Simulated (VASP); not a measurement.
BeTl, 4 atoms in the cell. Symmetry: P6_3/mmc, No. 194, hexagonal system. Conventional cell: a = 3.511 Å, b = 3.511 Å, c = 9.339 Å, α = 90.00°, β = 90.00°, γ = 120.00°. Be (site symmetry -6m2) has 3 Tl at 2.03 Å within 2.7 Å. Tl (site symmetry -6m2) has 3 Be at 2.03 Å within 2.7 Å. 

- Program: VASP 6.6.1
- Task: single point
- Functional: PBE
- Potentials or basis: VASP PAW PBE potentials, release 64 (Be, Tl_d)
- Cutoff: 520 eV
- k mesh: 8 × 8 × 3
- Occupations: methfessel-paxton, width 0.0494 eV
- Spin: no spin polarisation
- Dipole correction: no
- Further INCAR settings: ALGO = Normal; EDIFF = 1e-07; NBANDS = 23

Potentials or basis: VASP PAW PBE potentials, release 64 (Be, Tl_d).

Run with:

```sh
$ cat potpaw_PBE.64/Be/POTCAR potpaw_PBE.64/Tl_d/POTCAR > POTCAR
$ mpirun -np 1 vasp_std > vasp.out
```

Hardware: 1 thread of Intel(R) Xeon(R) Platinum 8259CL CPU @ 2.50GHz (Skylake/Cascade Lake) (shared host).

Problem. How long does it take, and how much memory?

Solution. It took 96 s on 1 thread of Intel(R) Xeon(R) Platinum 8259CL CPU @ 2.50GHz (Skylake/Cascade Lake), on a shared host, peak memory 0.27 GiB. Counts: scf iterations 15, k points 42.
